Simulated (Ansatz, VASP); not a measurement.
## H in VASP and in Ansatz

```
CELL_PARAMETERS angstrom
6.78714 0.00000 0.00000
0.00000 6.72240 0.00000
0.00000 0.00000 6.90336
ATOMIC_POSITIONS crystal
H 0.42904 0.69703 0.59409
H 0.92904 0.80297 0.40591
H 0.57096 0.19703 0.90591
H 0.07096 0.30297 0.09409
H 0.57719 0.11560 0.83169
H 0.07719 0.38440 0.16831
H 0.42281 0.61560 0.66831
H 0.92281 0.88440 0.33169
```

Alike in both runs: functional PBE; k mesh 4 × 4 × 4; occupations gaussian, width 0.02 eV; no spin polarisation.

Ansatz relaxed the structure, and its values are those at the end. VASP's run is a single point on that final structure, the one shown.

```csv
,VASP,Ansatz
version,VASP 6.6.1,Ansatz 0.2.0
potentials or method,"VASP PAW PBE potentials, release 64 (H), cutoff 520 eV","scalar-relativistic, plane waves, PAW"
valence electrons in the cell,8,8
```

Ansatz gave:

```
gap on the k mesh at the Fermi level (eV) : 9.60
least direct gap on the mesh (eV)         : 9.64
pressure (GPa)                            : 0.0
rms of the force components (eV/Å)        : 0.004
```

Problem. Which values does VASP return?

Solution. gap on the k mesh at the Fermi level (eV): 9.59; least direct gap on the mesh (eV): 9.64; pressure (GPa): -0.1; rms of the force components (eV/Å): 0.011.

With one functional, cell and mesh, what is left measures potentials, basis and numerics.
